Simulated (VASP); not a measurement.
B2P3:

```xyz
5
Lattice="2.3876 -2.6539 0.0000 2.3876 2.6539 0.0000 0.0000 0.0000 5.9341" Properties=species:S:1:pos:R:3 pbc="T T T"
B     0.0000    0.0000    1.8792
B     0.0000    0.0000    4.0550
P     0.0000    0.0000    0.0000
P     1.1938    1.3270    0.0000
P     1.1938   -1.3270    0.0000
```

The cell was built from a structure type or drawn by symmetry, and may not be a known phase.

| Quantity | Value |
| --- | --- |
| Program | VASP 6.6.1 |
| Task | relaxation of cell and atoms |
| Functional | PBE |
| Potentials or basis | VASP PAW PBE potentials, release 64 (B, P) |
| Cutoff | 600 eV |
| k mesh | 6 × 6 × 4 |
| Occupations | gaussian, width 0.1 eV |
| Spin | no spin polarisation |

At the start: pressure 58.9 GPa; volume 15.04 Å³/atom.

Task: Where does the relaxation end?

Result: Over 24 steps the energy falls by 2252.6 meV/atom and the volume is 20.55 Å³/atom (+36.7 %); space group Cmmm (No. 65, to 0.1 Å) before and after.

Step by step:
```csv
step,energy change (eV),largest force (eV/Å),pressure (GPa),volume (Å³)
1,0.0000,3.8203,58.93,75.20
2,-8.2656,0.2309,-10.39,145.22
3,-8.6635,1.7810,-5.53,114.74
4,-8.7366,1.2358,-7.68,123.06
5,-8.7365,1.3655,-7.36,121.20
6,-10.0066,1.4093,0.95,107.64
7,-10.0160,0.9902,-0.04,108.47
8,-10.1745,1.4472,2.05,106.82
9,-10.1770,1.8090,2.35,106.60
10,-10.2512,1.8837,2.19,106.66
11,-10.4563,2.1379,1.72,106.63
12,-10.7680,3.0170,0.93,105.73
13,-10.6566,4.7002,5.72,100.51
14,-10.9207,3.7006,0.92,104.77
15,-11.1807,1.5467,-0.37,105.14
16,-11.2471,0.1217,-0.83,105.32
17,-11.2474,0.2003,-0.84,105.33
18,-11.2528,0.0827,-0.79,105.01
19,-11.2592,0.2258,-0.61,104.12
20,-11.2615,0.0322,-0.32,103.60
21,-11.2619,0.1013,-0.11,103.24
22,-11.2626,0.0276,0.04,103.03
23,-11.2628,0.0598,0.21,102.77
24,-11.2632,0.0232,0.16,102.77
```

Final structure:
```xyz
5
Lattice="2.2784 -4.4637 0.0000 2.2784 4.4637 0.0000 0.0000 0.0000 5.0526" Properties=species:S:1:pos:R:3 pbc="T T T"
B     0.0000    0.0000    1.7591
B     4.5568    0.0000    3.2935
P     0.0000    0.0000    0.0000
P     1.1392    2.2318    0.0000
P     1.1392   -2.2318    0.0000
```

Caveat: the volume moved by over 15 % at a fixed basis, so the end points are rough.
